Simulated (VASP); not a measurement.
**SnS2: single point with HSE06**

Crystal: SnS2.

```
Sn S
1.0
     3.66289    0.00000    0.00000
    -1.83145    3.17216    0.00000
     0.00000    0.00000    7.02179
Sn S
1 2
Direct
  0.00000 0.00000 0.00000
  0.33333 0.66667 0.20638
  0.66667 0.33333 0.79362
```

```yaml
Program: VASP 6.6.1
Task: single point
Functional: HSE06
Potentials_or_basis: VASP PAW PBE potentials, release 64 (Sn_d, S)
Cutoff: 400 eV
k_mesh: 6 × 6 × 4
Occupations: gaussian, width 0.02 eV
Spin: no spin polarisation
Dipole_correction: no
Grid_for_exact_exchange_PRECFOCK: Normal
Further_INCAR_settings: ALGO = Normal; EDIFF = 1e-06; NBANDS = 20
Share_of_exact_exchange: 0.25
Screening_parameter: 0.2079 1/Å
```

The pressure is -0.2 GPa and the largest force is 0.011 eV/Å. The band gap on the k mesh is 2.50 eV (least direct gap 2.78 eV).

Forces on the atoms (eV/Å):
```
Sn   0.000  0.000  0.000
S    0.000  0.000 -0.011
S    0.000  0.000  0.011
```

Levels at points of the mesh, in eV from the valence-band top:
```csv
k point,band 11,band 12,band 13,band 14,band 15,band 16
"(0.00, 0.00, 0.00)",-0.58,-0.14,-0.14,3.22,4.77,6.56
"(0.50, 0.00, 0.00)",-2.32,-0.58,-0.25,2.54,5.77,7.39
"(0.00, 0.00, 0.50)",-0.59,-0.13,-0.13,3.76,4.77,6.53
"(0.50, 0.00, 0.50)",-2.13,-0.56,-0.29,2.50,5.90,7.21
```

Run time: 51 min on 4 MPI ranks on AMD EPYC 7571, with other jobs on the host, peak memory 0.27 GiB a rank.

Caveat: the PAW data sets were made with another functional, which shifts forces and pressure a little; spin-orbit coupling is left out, which moves the levels of the heavy elements; this functional lacks dispersion, which binds layers or chains, so the pressure and a relaxed spacing across them are unreliable. A k mesh can miss the band edges.
